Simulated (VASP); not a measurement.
Set up this calculation in VASP 6.6.1, as the native input.

| Quantity | Value |
| --- | --- |
| Task | relaxation of cell and atoms |
| Functional | r2SCAN |
| Potentials or basis | VASP PAW PBE potentials, release 64 (W_sv) |
| Cutoff | 600 eV |
| k mesh | 18 × 18 × 18 |
| Occupations | gaussian, width 0.1 eV |
| Spin | no spin polarisation |
| Dipole correction | no |
| Further INCAR settings | ALGO = Normal; EDIFF = 1e-07; IBRION = 2; EDIFFG = -0.005; NSW = 100; ISIF = 3 |

The system is W.

```xyz
1
Lattice="0.0000 2.0091 2.0091 2.0091 0.0000 2.0091 2.0091 2.0091 0.0000" Properties=species:S:1:pos:R:3 pbc="T T T"
W     0.0000    0.0000    0.0000
```

One way to write it, as run:

POSCAR

```
W
1.0
    0.0000000000      2.0091471689      2.0091471689
    2.0091471689      0.0000000000      2.0091471689
    2.0091471689      2.0091471689      0.0000000000
W
1
Direct
    0.0000000000      0.0000000000      0.0000000000
```

INCAR.step1

```
PREC = Accurate ; ENCUT = 600
ISMEAR = 0 ; SIGMA = 0.1
LREAL = False ; LASPH = True
NELM = 80 ; GGA = PE
ALGO = Normal ; EDIFF = 1E-4
LWAVE = True ; LCHARG = False
```

INCAR.step2

```
PREC = Accurate ; ENCUT = 600
EDIFF = 1E-7 ; ISMEAR = 0
SIGMA = 0.1 ; LREAL = False
LASPH = True ; NELM = 80
ALGO = Normal ; ISIF = 3
LWAVE = False ; LCHARG = False
METAGGA = R2SCAN ; LMIXTAU = True
IBRION = 2 ; NSW = 100
EDIFFG = -0.005 ; ISTART = 1
```

KPOINTS

```
Automatic mesh
0
Gamma
  18 18 18
```

Potentials or basis: VASP PAW PBE potentials, release 64 (W_sv).

Command:

```console
$ cat potpaw_PBE.64/W_sv/POTCAR > POTCAR
$ cp INCAR.step1 INCAR
$ mpirun -np 1 vasp_std > vasp.out
$ cp INCAR.step2 INCAR
$ mpirun -np 1 vasp_std > vasp.out
```

Results of the run:

```
Relaxed volume                         : 16.26 Å³/atom
Relaxed cell                           : a = 2.844 Å, b = 2.844 Å, c = 2.844 Å, α = 60.00°, β = 60.00°, γ = 60.00°
Space group after relaxing (to 0.05 Å) : Fm-3m (No. 225)
Energy gained by relaxing              : 0.1 meV/atom
Ionic steps                            : 3
Pressure after relaxing                : 0.0 GPa
Band gap on the k mesh                 : zero (band 7 reaches 13.53 eV, above the bottom of band 8 at 9.86 eV)
```

Caveat: the PAW data sets were made with another functional, which shifts forces and pressure a little; spin-orbit coupling is left out, which moves the levels of the heavy elements.

Wall time 2.5 min on 1 thread of Intel(R) Xeon(R) 6975P-C (Granite Rapids), on a shared host, peak memory 0.19 GiB.
